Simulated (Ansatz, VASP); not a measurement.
# Two plane-wave programs on TaN

The input INCAR:

```
SYSTEM = TaN
PREC = Accurate ; ENCUT = 700
EDIFF = 1E-6 ; ISMEAR = -1
SIGMA = 0.05 ; LREAL = .False.
LASPH = .True. ; NELM = 120
ALGO = Normal ; ISIF = 2
LWAVE = .False. ; LCHARG = .True.
GGA = PE ; LELF = .True.
LVHAR = .True. ; NBANDS = 16
GGA_COMPAT = .False.
```

The input KPOINTS:

```
regular mesh
0
Gamma
  10 10 10
  0 0 0
```

Contents of POSCAR:

```
TaN
1.0
    0.0000000000      2.1643766995      2.1643766995
    2.1643766995      0.0000000000      2.1643766995
    2.1643766995      2.1643766995      0.0000000000
Ta N
1 1
Direct
    0.5000000000      0.5000000000      0.5000000000
    0.0000000000      0.0000000000      0.0000000000
```

The input input.yaml:

```yaml
crystal:
  lattice:
    - [0.0, 2.1643766995, 2.1643766995]
    - [2.1643766995, 0.0, 2.1643766995]
    - [2.1643766995, 2.1643766995, 0.0]
  atoms:
    - { symbol: Ta, position: [0.5, 0.5, 0.5] }
    - { symbol: "N", position: [0.0, 0.0, 0.0] }
hamiltonian:
  xc: pbe
  pseudopotentials: { kind: paw, azcp: { folder: soft_1 } }
kpoints:
  mp_grid: { grid: [10, 10, 10] }
scf:
  occupations: { method: fermi_dirac, width: 0.05 }
output:
  forces: true
  stress: true
  eigenvalues: true
  write_density: true
  write_potential: true
  elf: true
  volumetric_format: npy
```

Alike in both runs: task single point; functional PBE; k mesh 10 × 10 × 10; occupations fermi-dirac, width 0.05 eV; no spin polarisation.

```csv
,VASP,Ansatz
version,VASP 6.6.1,Ansatz 0.2.0
potentials or method,"VASP PAW PBE potentials, release 64 (Ta_sv_GW, N)",Ansatz PAW soft_1
plane-wave cutoff (eV),700,420
valence electrons in the cell,18,18
```

Ansatz gave:

| Property | Result |
| --- | --- |
| gap on the k mesh at the Fermi level (eV) | none |
| pressure (GPa) | 22.5 |

Question: Which values does VASP return?

Answer: gap on the k mesh at the Fermi level (eV): none; pressure (GPa): 22.8.

A gap of «none» marks a metal or a gap that the smearing closes.

Spin-orbit coupling is off throughout.
